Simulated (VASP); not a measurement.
# Zr: single point with PBE

Zr:

```
Zr
1.0
     0.00000    2.20513    2.20513
     2.20513    0.00000    2.20513
     2.20513    2.20513    0.00000
Zr
1
Cartesian
  0.0000 0.0000 0.0000
```

This isn't the form of Zr at room conditions, which is hcp.

```yaml
Program: VASP 6.6.1
Task: single point
Functional: PBE
Potentials_or_basis: VASP PAW PBE potentials, release 64 (Zr_sv)
Cutoff: 520 eV
k_mesh: 16 × 16 × 16
Occupations: gaussian, width 0.1 eV
Spin: no spin polarisation
```

- Pressure: 8.0 GPa
- Band gap on the k mesh: zero (bands 6 and 7 overlap by 1.41 eV)

Levels at points of the mesh, in eV from the Fermi level:
| k point | band 2 | band 3 | band 4 | band 5 | band 6 | band 7 | band 8 | band 9 | band 10 | band 11 |
| --- | --- | --- | --- | --- | --- | --- | --- | --- | --- | --- |
| (0.00, 0.00, 0.00) | -25.96 | -25.96 | -25.96 | -5.70 | 0.98 | 0.98 | 0.98 | 3.66 | 3.66 | 10.64 |
| (0.50, 0.00, 0.00) | -27.21 | -26.12 | -26.12 | -3.17 | 0.77 | 0.77 | 1.41 | 5.66 | 5.66 | 10.43 |
| (0.50, 0.50, 0.00) | -27.12 | -26.40 | -26.40 | -3.33 | -2.50 | 3.47 | 5.66 | 6.23 | 6.23 | 10.42 |

Run time: 43 s on 1 thread of Intel Xeon 8259CL (shared host), peak memory 0.16 GiB.

Caveat: the cell stands under pressure.
